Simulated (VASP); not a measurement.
# Te2Mo2Pt (P-3m1) in VASP: notebook

The runs below take Te2Mo2Pt through single point, relaxation of cell and atoms, with PBE.

All numbers are computed with VASP 6.6.1; they aren't measurements. Logs are shortened: lines on timing, memory, paths and dates and some standing lists are left out, and cuts for length are marked.

### Step 1. The cell of the first run

Symmetry: P-3m1, No. 164, trigonal system. The conventional cell has a = 4.462 Å, b = 4.462 Å, c = 7.726 Å, α = 90.00°, β = 90.00°, γ = 120.00°. Within 3.6 Å of Te (site symmetry 3m) lie 4 Mo at 2.70 to 2.93 Å and 3 Pt at 3.29 Å. Mo (site symmetry 3m) has 3 Pt at 2.66 Å and 4 Te at 2.70 to 2.93 Å and 3 Mo at 2.89 Å within 3.5 Å. Pt (site symmetry -3m) has 6 Mo at 2.66 Å and 6 Te at 3.29 Å within 3.5 Å.

The cell was generated, and may not be a known phase.

### Step 2. Single point, PBE

File INCAR:

```
ALGO = Fast
EDIFF = 1E-6
ENCUT = 520
GGA = PE
ISIF = 2
ISMEAR = 0
LASPH = True
LCHARG = False
LREAL = False
LWAVE = False
NBANDS = 33
NELM = 80
PREC = Accurate
SIGMA = 0.2
```

File KPOINTS:

```
k-points
0
Gamma
  4 4 3
```

File POSCAR:

```
Te2Mo2Pt
1.0
    4.4624597753      0.0000000028      0.0000000000
   -2.2312298901      3.8646035273      0.0000000000
    0.0000000000      0.0000000000      7.7255591303
Te Mo Pt
2 2 1
Direct
    0.3333333333      0.6666666667      0.7352191864
    0.6666666667      0.3333333333      0.2647808136
    0.3333333333      0.6666666667      0.0851055543
    0.6666666667      0.3333333333      0.9148944457
    0.0000000000      0.0000000000      0.0000000000
```

Potentials or basis: VASP PAW PBE potentials, release 64 (Te, Mo_sv, Pt).

Run with:

```sh
> cat potpaw_PBE.64/Te/POTCAR potpaw_PBE.64/Mo_sv/POTCAR potpaw_PBE.64/Pt/POTCAR > POTCAR
> mpirun -np 1 vasp_std > vasp.out
```

OUTCAR:

```text
EDIFF = 1E-6
   ENCUT = 520
   GGA = PE
   ISIF = 2
   ISMEAR = 0
   LASPH = True
   LREAL = False
   NELM = 80
   PREC = Accurate

 ion  position               nearest neighbor table
   1  0.333  0.667  0.735-   3 2.70   4 2.93   4 2.93   4 2.93   5 3.29   5 3.29   5 3.29
   2  0.667  0.333  0.265-   4 2.70   3 2.93   3 2.93   3 2.93   5 3.29   5 3.29   5 3.29
   3  0.333  0.667  0.085-   5 2.66   5 2.66   5 2.66   1 2.70   4 2.89   4 2.89   4 2.89   2 2.93
                             2 2.93   2 2.93
   4  0.667  0.333  0.915-   5 2.66   5 2.66   5 2.66   2 2.70   3 2.89   3 2.89   3 2.89   1 2.93
                             1 2.93   1 2.93
   5  0.000  0.000  0.000-   3 2.66   4 2.66   3 2.66   4 2.66   4 2.66   3 2.66   1 3.29   2 3.29
                             1 3.29   2 3.29   1 3.29   2 3.29

  LATTYP: Found a hexagonal cell.
 ALAT       =     4.4624597753
 C/A-ratio  =     1.7312333375

  Lattice vectors:

 A1 = (   4.4624597753,   0.0000000028,   0.0000000000)
 A2 = (  -2.2312298901,   3.8646035273,   0.0000000000)
 A3 = (   0.0000000000,   0.0000000000,   7.7255591303)

Analysis of symmetry for initial positions (statically):
=====================================================================
 Subroutine PRICEL returns:
 Original cell was already a primitive cell.

 Routine SETGRP: Setting up the symmetry group for a
 hexagonal supercell.

 Subroutine GETGRP returns: Found 12 space group operations
 (whereof 12 operations were pure point group operations)
 out of a pool of 24 trial point group operations.

The static configuration has the point symmetry D_3d.

Analysis of symmetry for dynamics (positions and initial velocities):
=====================================================================
 Subroutine PRICEL returns:
 Original cell was already a primitive cell.

 Routine SETGRP: Setting up the symmetry group for a
 hexagonal supercell.

 Subroutine GETGRP returns: Found 12 space group operations
 (whereof 12 operations were pure point group operations)
 out of a pool of 24 trial point group operations.

The dynamic configuration has the point symmetry D_3d.

 Subroutine INISYM returns: Found 12 space group operations
 (whereof 12 operations are pure point group operations),
 and found     1 'primitive' translations

----------------------------------------------------------------------------------------

                                     Primitive cell

  volume of cell :     133.2322
[... 81 lines left out ...]
   EDIFFG = 0.1E-04   stopping-criterion for IOM
   NSW    =      0    number of steps for IOM
   IBRION =     -1    ionic relax: 0-MD 1-quasi-New 2-CG
   NFREE  =      0    steps in history (QN), initial steepest desc. (CG)
   ISIF   =      2    stress and relaxation
   ISYM   =      2    0-nonsym 1-usesym 2-fastsym
   POTIM  = 0.5000    time-step for ionic-motion
   TEBEG  =    0.0;   TEEND  =   0.0 temperature during run
   PSTRESS=    0.0 pullay stress
   NELECT =      50.0000    total number of electrons
   NUPDOWN=      -1.0000    fix difference up-down
   EMIN   =  10.00;   EMAX   =-10.00  energy-range for DOS
   EFERMI =   0.00;   METHOD = LEGACY
   ISMEAR =     0;   SIGMA  =   0.20  broadening in eV -4-tet -1-fermi 0-gaus
   EFERMI_NEDOS =   21; number of points for ismear=-14 and -15
   IALGO  =     68    algorithm
   IMIX   =      4    mixing-type and parameters
     AMIX     =   0.40;   BMIX     =  1.00
     AMIX_MAG =   1.60;   BMIX_MAG =  1.00
  volume/ion in A,a.u.               =      26.65       179.82
  Fermi-wavevector in a.u.,A,eV,Ry     =   1.180851  2.231485 18.972088  1.394409
  Thomas-Fermi vector in A             =   2.317136
   LORBIT       =      0    0 simple, 1 ext, 2 COOP (PROOUT), +10 PAW based schemes
   GGA     = PE    functional components
   LHFCALC =     F    Hartree Fock is set to
   AEXX    =    0.0000 exact exchange contribution
   IVDW    =     0    specifies the selected vdW correction
   LEPSILON=     F    determine dielectric tensor
   LRPA    =     F    only Hartree local field effects (RPA)
 non-spin polarized calculation
 RMM-DIIS sequential band-by-band and
 Gauss-broadening in eV      SIGMA  =   0.20
  energy-cutoff  :      520.00
  volume of cell :      133.23
 maximum number of plane-waves:      3599
 NGX is ok and might be reduce to    36
   NGX = 17   NGY = 17   NGZ = 29

 number of electron      50.0000001 magnetization

 Free energy of the ion-electron system (eV)
  ---------------------------------------------------
  ext. energy  EPLUGINS =         0.00000000
  ---------------------------------------------------
  free energy    TOTEN  =       -33.85614483 eV

  energy without entropy =      -33.77806051  energy(sigma->0) =      -33.81710267

 E-fermi :   6.3104     XC(G=0):  -9.7877

 val. band max:        6.2966598332   @ k =  -0.0000   0.2500   0.3333
 cond. band min:       6.3507764160   @ k =   0.2500  -0.0000   0.0000
 fundamental gap:      0.0541165828
 Fermi energy:         6.3104280582

 k-point     1 :       0.0000    0.0000    0.0000
  band No.  band energies     occupation
      1     -54.5718      2.00000
      2     -54.4839      2.00000
      3     -28.8112      2.00000
      4     -28.8112      2.00000
      5     -28.6371      2.00000
      6     -28.5430      2.00000
[... 313 lines left out ...]
     32      10.6122      0.00000
     33      11.0424      0.00000

------------------------ aborting loop because EDIFF is reached ----------------------------------------

  FORCE on cell =-STRESS in cart. coord.  units (eV):
  Direction    XX          YY          ZZ          XY          YZ          ZX
  --------------------------------------------------------------------------------------
  -------------------------------------------------------------------------------------
  Total        0.0272731      0.0272731      0.0173692     -0.0000000     -0.0000000     -0.0000000
  in kB        0.3279715      0.3279715      0.2088720     -0.0000000     -0.0000000     -0.0000000
  external PRESSURE =       0.2882717 kB  Pullay stress =       0.0000000 kB

 VOLUME and BASIS-vectors are now :
 -----------------------------------------------------------------------------
  energy-cutoff  :      520.00
  volume of cell :      133.23
      direct lattice vectors                 reciprocal lattice vectors
     4.462459775  0.000000003  0.000000000     0.224091656  0.129379378  0.000000000
    -2.231229890  3.864603527  0.000000000    -0.000000000  0.258758756  0.000000000
     0.000000000  0.000000000  7.725559130     0.000000000  0.000000000  0.129440469

 POSITION                                       TOTAL-FORCE (eV/Angst)
 -----------------------------------------------------------------------------------
     -0.00000      2.57640      5.67998         0.000000     -0.000000      0.001449
      2.23123      1.28820      2.04558         0.000000     -0.000000     -0.001449
     -0.00000      2.57640      0.65749        -0.000000      0.000000      0.010235
      2.23123      1.28820      7.06807        -0.000000     -0.000000     -0.010235
      0.00000      0.00000      0.00000         0.000000     -0.000000     -0.000000
 -----------------------------------------------------------------------------------
    total drift:                               -0.000000      0.000000     -0.000000

  FREE ENERGIE OF THE ION-ELECTRON SYSTEM (eV)
  ---------------------------------------------------
  free  energy   TOTEN  =       -33.8561448313 eV

  energy  without entropy=      -33.7780605128  energy(sigma->0) =      -33.81710267
```

OSZICAR:

```text
N       E                     dE             d eps       ncg     rms          rms(c)
DAV:   1     0.407471205867E+03    0.40747E+03   -0.27159E+04   666   0.138E+03
DAV:   2    -0.177518000122E+02   -0.42522E+03   -0.40923E+03   695   0.349E+02
DAV:   3    -0.351093376703E+02   -0.17358E+02   -0.16734E+02   732   0.631E+01
DAV:   4    -0.355102058411E+02   -0.40087E+00   -0.39882E+00   699   0.938E+00
DAV:   5    -0.355200522666E+02   -0.98464E-02   -0.98344E-02   753   0.135E+00    0.216E+01
RMM:   6    -0.341624221289E+02    0.13576E+01   -0.38908E+00   604   0.104E+01    0.875E+00
RMM:   7    -0.339575352420E+02    0.20489E+00   -0.14191E+00   625   0.469E+00    0.401E+00
RMM:   8    -0.338662468840E+02    0.91288E-01   -0.67761E-01   635   0.377E+00    0.116E+00
RMM:   9    -0.338558461990E+02    0.10401E-01   -0.90633E-02   673   0.145E+00    0.663E-01
RMM:  10    -0.338553862701E+02    0.45993E-03   -0.20435E-02   666   0.731E-01    0.164E-01
RMM:  11    -0.338559046921E+02   -0.51842E-03   -0.42552E-03   758   0.278E-01    0.851E-02
RMM:  12    -0.338560997415E+02   -0.19505E-03   -0.72017E-04   746   0.133E-01    0.437E-02
RMM:  13    -0.338561337848E+02   -0.34043E-04   -0.12800E-04   763   0.533E-02    0.155E-02
RMM:  14    -0.338561422224E+02   -0.84375E-05   -0.27122E-05   703   0.283E-02    0.487E-03
RMM:  15    -0.338561443176E+02   -0.20953E-05   -0.87313E-06   613   0.140E-02    0.178E-03
RMM:  16    -0.338561448313E+02   -0.51367E-06   -0.19694E-06   445   0.607E-03
   1 F= -.33856145E+02 E0= -.33817103E+02  d E =-.780843E-01
```

Run time: 2.1 min. Hardware: 1 thread of Intel Xeon 8259CL, shared host; peak memory 0.25 GiB.

What came out:

* Free energy: -33.8561 eV
* Pressure: 0.0 GPa
* Largest force: 0.010 eV/Å
* Band gap on the k mesh: zero (bands 25 and 26 overlap by 0.36 eV)

Forces on the atoms (eV/Å):
```
Te   0.000  0.000  0.001
Te   0.000  0.000 -0.001
Mo   0.000  0.000  0.010
Mo   0.000  0.000 -0.010
Pt   0.000  0.000  0.000
```

Caveat: the k points lie up to 0.41 Å⁻¹ apart; spin-orbit coupling is left out, which moves the levels of the heavy elements; this functional lacks dispersion, which binds layers or chains, so the pressure and a relaxed spacing across them are unreliable.

### Step 3. Single point, PBE

This run uses another cell than the first one, of 21.91 Å³/atom.

File INCAR:

```
SYSTEM = Te2Mo2Pt
PREC = Accurate
ENCUT = 520
EDIFF = 1E-7
ISMEAR = 0
SIGMA = 0.2
LREAL = .False.
LASPH = .True.
NELM = 60
ALGO = Normal
ISIF = 2
LWAVE = .False.
LCHARG = .True.
GGA = PE
LELF = .True.
LVHAR = .True.
NBANDS = 33
```

File KPOINTS:

```
regular mesh
0
Gamma
  6 6 2
  0 0 0
```

File POSCAR:

```
Te2Mo2Pt
1.0
    3.2023866641      0.0000000000      0.0000000000
   -1.6011933320      2.7733482038      0.0000000000
    0.0000000000      0.0000000000     12.3370967055
Te Mo Pt
2 2 1
Direct
    0.6666666667      0.3333333333      0.3298178000
    0.3333333333      0.6666666667      0.6701822000
    0.3333333333      0.6666666667      0.1706382406
    0.6666666667      0.3333333333      0.8293617594
    0.0000000000      0.0000000000      0.0000000000
```

Potentials or basis: VASP PAW PBE potentials, release 64 (Te, Mo_sv, Pt).

Run with:

```sh
> cat potpaw_PBE.64/Te/POTCAR potpaw_PBE.64/Mo_sv/POTCAR potpaw_PBE.64/Pt/POTCAR > POTCAR
> mpirun -np 1 vasp_std > vasp.out
```

Run time: 1.9 min. Hardware: 1 thread of Intel Xeon 8259CL, shared host; peak memory 0.22 GiB.

It converged, with:

```yaml
Free_energy: -33.2313 eV
Pressure: 0.5 GPa
Largest_force: 0.061 eV/Å
Band_gap_on_the_k_mesh: zero (bands 25 and 26 overlap by 0.36 eV)
```

Forces on the atoms (eV/Å):
```
Te   0.000  0.000  0.020
Te   0.000  0.000 -0.020
Mo   0.000  0.000  0.061
Mo   0.000  0.000 -0.061
Pt   0.000  0.000  0.000
```

Stress tensor (GPa, compression positive):
```
0.34 0.00 0.00
0.00 0.34 0.00
0.00 0.00 0.72
```

Levels at points of the mesh, in eV from the Fermi level:
| k point | band 21 | band 22 | band 23 | band 24 | band 25 | band 26 | band 27 | band 28 | band 29 | band 30 |
| --- | --- | --- | --- | --- | --- | --- | --- | --- | --- | --- |
| (0.00, 0.00, 0.00) | -1.29 | -1.29 | -0.40 | -0.40 | 0.04 | 0.04 | 0.27 | 0.62 | 0.62 | 3.99 |
| (0.50, 0.00, 0.00) | -1.52 | -1.47 | -1.15 | -0.90 | 0.14 | 0.54 | 1.36 | 1.88 | 1.91 | 2.07 |
| (0.00, 0.00, 0.50) | -1.29 | -1.17 | -0.39 | -0.39 | 0.04 | 0.04 | 0.14 | 0.62 | 0.62 | 3.95 |
| (0.50, 0.00, 0.50) | -1.49 | -1.38 | -1.17 | -0.91 | 0.05 | 0.50 | 1.39 | 1.88 | 1.91 | 2.14 |

Caveat: the k points lie up to 0.38 Å⁻¹ apart; spin-orbit coupling is left out, which moves the levels of the heavy elements; this functional lacks dispersion, which binds layers or chains, so the pressure and a relaxed spacing across them are unreliable.

### Step 4. Relaxation of cell and atoms, PBE

This run uses another cell than the first one, of 23.11 Å³/atom.

File INCAR:

```
SYSTEM = Te2Mo2Pt
  PREC = Accurate
  ENCUT = 600
  EDIFF = 1E-6
  ISMEAR = 0
  SIGMA = 0.2
  LREAL = .FALSE.
  LASPH = .TRUE.
  NELM = 80
  ALGO = Fast
  ISIF = 3
  LWAVE = .FALSE.
  LCHARG = .FALSE.
  GGA = PE
  IBRION = 2
  NSW = 36
  EDIFFG = -0.08
```

File KPOINTS:

```
Automatic mesh
0
G
  6 6 2
  0 0 0
```

File POSCAR:

```
Te2Mo2Pt
1.0
    3.3000000000      0.0000000000      0.0000000000
   -1.6500000000      2.8578838300      0.0000000000
    0.0000000000      0.0000000000     12.2500000000
Te Mo Pt
2 2 1
Direct
    0.6666666700      0.3333333300      0.3270000000
    0.3333333300      0.6666666700      0.6730000000
    0.3333333300      0.6666666700      0.1680000000
    0.6666666700      0.3333333300      0.8320000000
    0.0000000000      0.0000000000      0.0000000000
```

Run with:

```sh
> cat potpaw_PBE.64/Te/POTCAR potpaw_PBE.64/Mo_sv/POTCAR potpaw_PBE.64/Pt/POTCAR > POTCAR
> mpirun -np 1 vasp_std > vasp.out
```

Run time: 11 min. Hardware: 1 thread of Intel Xeon 8259CL, shared host; peak memory 0.28 GiB.

Results (log left out):

```yaml
Free_energy: -33.2341 eV
Relaxed_volume: 22.23 Å³/atom
Relaxed_cell: a = 3.206 Å, b = 3.206 Å, c = 12.488 Å, α = 90.00°, β = 90.00°, γ = 120.00°
Space_group_after_relaxing_to_0.1_Å: P-3m1 (No. 164)
Energy_gained_by_relaxing: 16.3 meV/atom
Ionic_steps: 6
Pressure_after_relaxing: -0.4 GPa
Largest_force_after_relaxing: 0.054 eV/Å
Band_gap_on_the_k_mesh: zero (bands 25 and 26 overlap by 0.37 eV)
```

Forces on the atoms (eV/Å):
```
Te   0.000  0.000 -0.054
Te   0.000  0.000  0.054
Mo   0.000  0.000  0.036
Mo   0.000  0.000 -0.036
Pt   0.000  0.000  0.000
```

Stress tensor (GPa, compression positive):
```
-0.34  0.00  0.00
 0.00 -0.34  0.00
 0.00  0.00 -0.44
```

Step by step:
| step | energy change (eV) | largest force (eV/Å) | pressure (GPa) | volume (Å³) |
| --- | --- | --- | --- | --- |
| 1 | 0.0000 | 0.3666 | -3.73 | 115.53 |
| 2 | 0.0694 | 1.0891 | 7.32 | 106.76 |
| 3 | -0.0486 | 0.1547 | 0.13 | 111.97 |
| 4 | -0.0701 | 0.1064 | 0.17 | 111.30 |
| 5 | -0.0797 | 0.1596 | 0.29 | 110.48 |
| 6 | -0.0814 | 0.0538 | -0.38 | 111.13 |

Final structure:
```
CELL_PARAMETERS angstrom
3.20553 0.00000 0.00000
-1.60276 2.77607 0.00000
0.00000 0.00000 12.48823
ATOMIC_POSITIONS crystal
Te 0.66667 0.33333 0.32712
Te 0.33333 0.66667 0.67288
Mo 0.33333 0.66667 0.16955
Mo 0.66667 0.33333 0.83045
Pt 0.00000 0.00000 0.00000
```

Levels at points of the mesh, in eV from the Fermi level:
| k point | band 22 | band 23 | band 24 | band 25 | band 26 | band 27 | band 28 | band 29 |
| --- | --- | --- | --- | --- | --- | --- | --- | --- |
| (0.00, 0.00, 0.00) | -1.28 | -0.40 | -0.40 | 0.05 | 0.05 | 0.22 | 0.61 | 0.61 |
| (0.50, 0.00, 0.00) | -1.44 | -1.15 | -0.89 | 0.13 | 0.55 | 1.35 | 1.87 | 1.91 |
| (0.00, 0.00, 0.50) | -1.20 | -0.40 | -0.40 | 0.05 | 0.05 | 0.11 | 0.61 | 0.61 |
| (0.50, 0.00, 0.50) | -1.37 | -1.16 | -0.90 | 0.05 | 0.51 | 1.37 | 1.88 | 1.91 |

Caveat: the k points lie up to 0.38 Å⁻¹ apart in the final cell; spin-orbit coupling is left out, which moves the levels of the heavy elements; this functional lacks dispersion, which binds layers or chains, so the pressure and a relaxed spacing across them are unreliable; the relaxation stopped at a loose force limit of 0.08 eV/Å, so its end isn't a converged minimum.

### Step 5. Single point, PBE

This run uses another cell than the first one, of 22.29 Å³/atom.

File INCAR:

```
PREC = Accurate ; ENCUT = 520
EDIFF = 1E-6 ; ISMEAR = 0
SIGMA = 0.1 ; LREAL = F
LASPH = T ; NELM = 100
ALGO = Fast ; ISIF = 2
LWAVE = F ; LCHARG = F
GGA = PE ; NBANDS = 33
```

File KPOINTS:

```
Automatic mesh
0
Gamma
  12 12 4
```

File POSCAR:

```
Te2Mo2Pt
1.0
    3.2125733044      0.0000000000      0.0000000000
   -1.6062866522      2.7821700931      0.0000000000
    0.0000000000      0.0000000000     12.4672040848
Te Mo Pt
2 2 1
Direct
    0.6666666667      0.3333333333      0.3254928802
    0.3333333333      0.6666666667      0.6745071198
    0.3333333333      0.6666666667      0.1681866001
    0.6666666667      0.3333333333      0.8318133999
    0.0000000000      0.0000000000      0.0000000000
```

Run with:

```sh
> cat potpaw_PBE.64/Te/POTCAR potpaw_PBE.64/Mo_sv/POTCAR potpaw_PBE.64/Pt/POTCAR > POTCAR
> mpirun -np 1 vasp_std > vasp.out
```

It took 7.3 min on 1 thread of Intel Xeon 8259CL, shared host; peak memory 0.37 GiB.

Results (log left out):

```
Free energy            : -33.1989 eV
Pressure               : 0.0 GPa
Largest force          : 0.011 eV/Å
Band gap on the k mesh : zero (bands 25 and 26 overlap by 0.35 eV)
```

Forces on the atoms (eV/Å):
```
Te   0.000  0.000  0.005
Te   0.000  0.000 -0.005
Mo   0.000  0.000 -0.011
Mo   0.000  0.000  0.011
Pt   0.000  0.000  0.000
```

Levels at points of the mesh, in eV from the Fermi level:
| k point | band 21 | band 22 | band 23 | band 24 | band 25 | band 26 | band 27 | band 28 | band 29 | band 30 |
| --- | --- | --- | --- | --- | --- | --- | --- | --- | --- | --- |
| (0.00, 0.00, 0.00) | -1.31 | -1.31 | -0.40 | -0.40 | 0.02 | 0.02 | 0.31 | 0.61 | 0.61 | 3.93 |
| (0.50, 0.00, 0.00) | -1.48 | -1.46 | -1.18 | -0.92 | 0.13 | 0.49 | 1.36 | 1.84 | 1.87 | 2.05 |
| (0.00, 0.00, 0.50) | -1.31 | -1.15 | -0.40 | -0.40 | 0.02 | 0.02 | 0.20 | 0.61 | 0.61 | 3.90 |
| (0.50, 0.00, 0.50) | -1.46 | -1.39 | -1.19 | -0.93 | 0.06 | 0.46 | 1.38 | 1.84 | 1.87 | 2.11 |

Caveat: spin-orbit coupling is left out, which moves the levels of the heavy elements; this functional lacks dispersion, which binds layers or chains, so the pressure and a relaxed spacing across them are unreliable.

[end of part 1 of 2]

The gap in the log of VASP goes by the Fermi energy; the results here count the filled bands.